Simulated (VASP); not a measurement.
Set up this calculation in VASP 6.6.1, as the native input.

```
Task                   : single point
Functional             : LDA
Potentials or basis    : VASP PAW LDA potentials, release 64 (Zn, Se)
Cutoff                 : 520 eV
k mesh                 : 6 × 6 × 6
Occupations            : gaussian, width 0.05 eV
Spin                   : no spin polarisation
Dipole correction      : no
Further INCAR settings : ALGO = Normal; EDIFF = 1e-06; NBANDS = 16
```

The structure of ZnSe lies in POSCAR:

```
ZnSe
1.0
    0.0000000000      2.7815807341      2.7815807341
    2.7815807341      0.0000000000      2.7815807341
    2.7815807341      2.7815807341      0.0000000000
Zn Se
1 1
Direct
    0.0000000000      0.0000000000      0.0000000000
    0.2500000000      0.2500000000      0.2500000000
```

One way to write it, as run:

INCAR

```
  PREC = Accurate
  ENCUT = 520
  EDIFF = 1E-6
  ISMEAR = 0
  SIGMA = 0.05
  LREAL = F
  LASPH = T
  NELM = 80
  ALGO = Normal
  ISIF = 2
  LWAVE = F
  LCHARG = T
  LELF = T
  LVHAR = T
  NBANDS = 16
```

KPOINTS

```
Automatic mesh
0
Gamma
  6 6 6
```

Potentials or basis: VASP PAW LDA potentials, release 64 (Zn, Se).

Run with:

```console
$ cat potpaw_LDA.64/Zn/POTCAR potpaw_LDA.64/Se/POTCAR > POTCAR
$ mpirun -np 1 vasp_std > vasp.out
```

It gave:

* Pressure: 0.6 GPa
* Band gap on the k mesh: 1.30 eV, direct

Run time: 5.6 s on 1 thread of Intel(R) Xeon(R) 6975P-C (Granite Rapids) (shared host), peak memory 0.14 GiB.
